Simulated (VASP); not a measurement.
Wanted: the native input for a VASP 6.6.1 run.

```
Task                   : single point
Functional             : PBE
Potentials or basis    : VASP PAW PBE potentials, release 64 (Rh_pv)
Cutoff                 : 520 eV
k mesh                 : 22 × 22 × 22
Occupations            : gaussian, width 0.15 eV
Spin                   : no spin polarisation
Dipole correction      : no
Further INCAR settings : ALGO = Normal; EDIFF = 1e-06; NBANDS = 14
```

The structure of Rh lies in POSCAR:

```
Rh
1.0
    0.0000000000      2.0028444704      1.4706886946
    2.0028444704      0.0000000000      1.4706886946
    2.0028444704      2.0028444704      0.0000000000
Rh
1
Direct
    0.0000000000      0.0000000000      0.0000000000
```

This cell differs from its parent crystal: volume 11.799 Å^3 an atom, c/a of the conventional cell 0.7343.

The input as run:

INCAR

```
SYSTEM = Rh
PREC     = Accurate       ! precision mode
ENCUT    = 520            ! plane-wave cutoff, eV
EDIFF    = 1E-6           ! SCF threshold, eV
ISMEAR   = 0              ! smearing method
SIGMA    = 0.15           ! smearing width, eV
LREAL    = .False.        ! projectors in reciprocal space
LASPH    = .True.         ! aspherical terms in the spheres
NELM     = 100            ! most SCF steps
ALGO     = Normal         ! electronic algorithm
ISIF     = 2              ! what is computed and relaxed
LWAVE    = .False.        ! write WAVECAR
LCHARG   = .True.         ! write CHGCAR
GGA      = PE             ! functional
LELF     = .True.         ! ELF
LVHAR    = .True.       
NBANDS   = 14             ! bands
```

KPOINTS

```
Automatic mesh
0
Gamma
  22 22 22
  0 0 0
```

Potentials or basis: VASP PAW PBE potentials, release 64 (Rh_pv).

Command:

```console
$ cat potpaw_PBE.64/Rh_pv/POTCAR > POTCAR
$ mpirun -np 1 vasp_std > vasp.out
```

It gave:

The pressure is 79.7 GPa.

It took 55 s on 1 thread of Intel(R) Xeon(R) 6975P-C (Granite Rapids) (shared host), peak memory 0.23 GiB.
